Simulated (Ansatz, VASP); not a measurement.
BP: VASP beside Ansatz

INCAR

```
PREC = Accurate
ENCUT = 500
EDIFF = 1E-6
ISMEAR = 0
SIGMA = 0.02
LREAL = F
LASPH = T
NELM = 120
ALGO = Normal
ISIF = 2
LWAVE = F
LCHARG = T
GGA = PE
LELF = T
LVHAR = T
NBANDS = 11
GGA_COMPAT = F
```

The input KPOINTS:

```
regular mesh
0
Gamma
  4 4 4
```

File POSCAR:

```
BP
1.0
    0.0000000000      2.2690000000      2.2690000000
    2.2690000000      0.0000000000      2.2690000000
    2.2690000000      2.2690000000      0.0000000000
B P
1 1
Direct
    0.0000000000      0.0000000000      0.0000000000
    0.2500000000      0.2500000000      0.2500000000
```

Input for Ansatz:

```yaml
crystal:
  lattice:
    - [0.0, 2.269, 2.269]
    - [2.269, 0.0, 2.269]
    - [2.269, 2.269, 0.0]
  atoms:
    - { symbol: B, position: [0.0, 0.0, 0.0] }
    - { symbol: P, position: [0.25, 0.25, 0.25] }
basis:
  ecutwfc: 420
kpoints:
  mp_grid: { grid: [4, 4, 4] }
hamiltonian:
  xc: pbe
scf:
  occupations: { method: gaussian, width: 0.02 }
output:
  forces: true
  stress: true
  eigenvalues: true
```

Alike in both runs: task single point; functional PBE; k mesh 4 × 4 × 4; occupations gaussian, width 0.02 eV; no spin polarisation.

```csv
,VASP,Ansatz
version,VASP 6.6.1,Ansatz 0.2.0
potentials or method,"VASP PAW PBE potentials, release 64 (B, P), cutoff 500 eV","scalar-relativistic, plane waves, PAW"
valence electrons in the cell,8,8
```

```csv
,VASP,Ansatz,Ansatz less VASP
gap on the k mesh at the Fermi level (eV),1.31,1.32,+0.005
least direct gap on the mesh (eV),3.38,3.39,+0.004
pressure (GPa),2.0,2.2,+0.22
```

The k mesh is coarse, so the values compare programs but aren't converged.
